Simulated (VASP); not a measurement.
A run of VASP 6.6.1 is set up as follows.

Contents of INCAR:

```
ALGO     = Normal         # electronic algorithm
EDIFF    = 1E-6           # SCF threshold, eV
ENCUT    = 520            # plane-wave cutoff, eV
GGA      = PS             # functional
ISIF     = 2              # what is computed and relaxed
ISMEAR   = 1              # smearing method
LASPH    = True           # aspherical terms in the spheres
LCHARG   = False          # write CHGCAR
LREAL    = False          # projectors in reciprocal space
LWAVE    = False          # write WAVECAR
NBANDS   = 14             # bands
NELM     = 100            # most SCF steps
PREC     = Accurate       # precision mode
SIGMA    = 0.1            # smearing width, eV
```

Contents of KPOINTS:

```
k-points
0
Gamma
  6 6 4
```

Contents of POSCAR:

```
F
1.0
    4.0549780000      0.0000000000      0.0000000000
    0.0000000000      4.0549780000      0.0000000000
    0.0000000000      0.0000000000      7.3638700000
F
2
Direct
    0.5000000000      0.5000000000      0.0000000000
    0.0000000000      0.0000000000      0.0000000000
```

Potentials or basis: VASP PAW PBE potentials, release 64 (F).

Run with:

```sh
$ cat potpaw_PBE.64/F/POTCAR > POTCAR
$ mpirun -np 1 vasp_std > vasp.out
```

**Question.** What does it give for the pressure?

**Answer.** -2.0 GPa.

**Question.** Estimate the band gap on the k mesh.

**Answer.** Zero (bands 7 and 8 overlap by 0.29 eV).

Stress tensor (GPa, compression positive):
```
-2.90  0.00  0.00
 0.00 -2.90  0.00
 0.00  0.00 -0.14
```

Caveat: the PAW data sets were made with another functional, which shifts forces and pressure a little.
